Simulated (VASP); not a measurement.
Set up this calculation in VASP 6.6.1, as the native input.

- Task: single point
- Functional: BLYP
- Potentials or basis: VASP PAW PBE potentials, release 64 (Zr_sv, B)
- Cutoff: 500 eV
- k mesh: 10 × 10 × 8
- Occupations: fermi-dirac, width 0.05 eV
- Spin: no spin polarisation
- Dipole correction: no
- Further INCAR settings: ALGO = Normal; EDIFF = 1e-06; NBANDS = 16

The structure of ZrB2 lies in POSCAR:

```
ZrB2
1.0
    3.1700000000      0.0000000000      0.0000000000
   -1.5850000000      2.7453005300      0.0000000000
    0.0000000000      0.0000000000      3.5330000000
Zr B
1 2
Direct
    0.0000000000      0.0000000000      0.0000000000
    0.3333333333      0.6666666667      0.5000000000
    0.6666666667      0.3333333333      0.5000000000
```

One way to write it, as run:

INCAR

```
SYSTEM = ZrB2
PREC = Accurate
ENCUT = 500
EDIFF = 1E-6
ISMEAR = -1
SIGMA = 0.05
LREAL = .False.
LASPH = .True.
NELM = 120
ALGO = Normal
ISIF = 2
LWAVE = .False.
LCHARG = .False.
GGA = B5
ALDAX = 1.0
AGGAX = 1.0
AGGAC = 1.0
ALDAC = 0.0
NBANDS = 16
GGA_COMPAT = .False.
```

KPOINTS

```
Automatic mesh
0
Gamma
  10 10 8
  0 0 0
```

Potentials or basis: VASP PAW PBE potentials, release 64 (Zr_sv, B).

Command:

```console
$ cat potpaw_PBE.64/Zr_sv/POTCAR potpaw_PBE.64/B/POTCAR > POTCAR
$ mpirun -np 1 vasp_std > vasp.out
```

It gave:

```
Pressure               : 7.7 GPa
Band gap on the k mesh : zero (bands 9 and 10 overlap by 0.82 eV)
```

Caveat: the cell stands under pressure; the PAW data sets were made with another functional, which shifts forces and pressure a little.

It took 53 s on 1 thread of Intel(R) Xeon(R) Platinum 8259CL CPU @ 2.50GHz (Skylake/Cascade Lake), on a shared host, peak memory 0.16 GiB.
